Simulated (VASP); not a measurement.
# Zr2NbTe4: single point with PBE

The system is Zr2NbTe4.

```
Zr Nb Te
1.0
     3.77558    0.00000    0.00000
    -1.88779    3.26975    0.00000
     0.00000    0.00000   14.72849
Zr Nb Te
2 1 4
Direct
  0.00000 0.00000 0.74069
  0.00000 0.00000 0.25931
  0.00000 0.00000 0.00000
  0.33333 0.66667 0.61273
  0.66667 0.33333 0.38727
  0.66667 0.33333 0.87634
  0.33333 0.66667 0.12366
```

```
Program                : VASP 6.6.1
Task                   : single point
Functional             : PBE
Potentials or basis    : VASP PAW PBE potentials, release 64 (Zr_sv, Nb_sv, Te)
Cutoff                 : 500 eV
k mesh                 : 6 × 6 × 2
Occupations            : gaussian, width 0.1 eV
Spin                   : no spin polarisation
Dipole correction      : no
Further INCAR settings : ALGO = Normal; EDIFF = 1e-06; NBANDS = 40
```

```yaml
Pressure: 0.0 GPa
Largest_force: 0.037 eV/Å
Band_gap_on_the_k_mesh: zero (an odd number of electrons rules out a gap without spin polarisation)
```

Forces in eV/Å, atoms in the order of the input:
```
Zr   0.000  0.000 -0.006
Zr   0.000  0.000  0.006
Nb   0.000  0.000  0.000
Te   0.000  0.000  0.030
Te   0.000  0.000 -0.030
Te   0.000  0.000 -0.037
Te   0.000  0.000  0.037
```

Levels at points of the mesh, in eV from the Fermi level:
```
           k point  band 27  band 28  band 29  band 30  band 31  band 32  band 33  band 34
(0.00, 0.00, 0.00)    -0.98    -0.36    -0.36     0.16     0.16     0.79     0.86     0.91
(0.50, 0.00, 0.00)    -1.77    -1.20    -1.20    -0.79    -0.34     1.10     1.39     1.46
(0.00, 0.00, 0.50)    -0.54    -0.35    -0.35     0.08     0.09     0.09     0.91     0.91
(0.50, 0.00, 0.50)    -1.84    -1.42    -0.96    -0.79    -0.38     1.09     1.35     1.39
```

It took 5 min on 1 thread of Intel Xeon 8259CL, on a shared host, peak memory 0.29 GiB.

Caveat: spin-orbit coupling is left out, which moves the levels of the heavy elements; this functional lacks dispersion, which binds layers or chains, so the pressure and a relaxed spacing across them are unreliable.
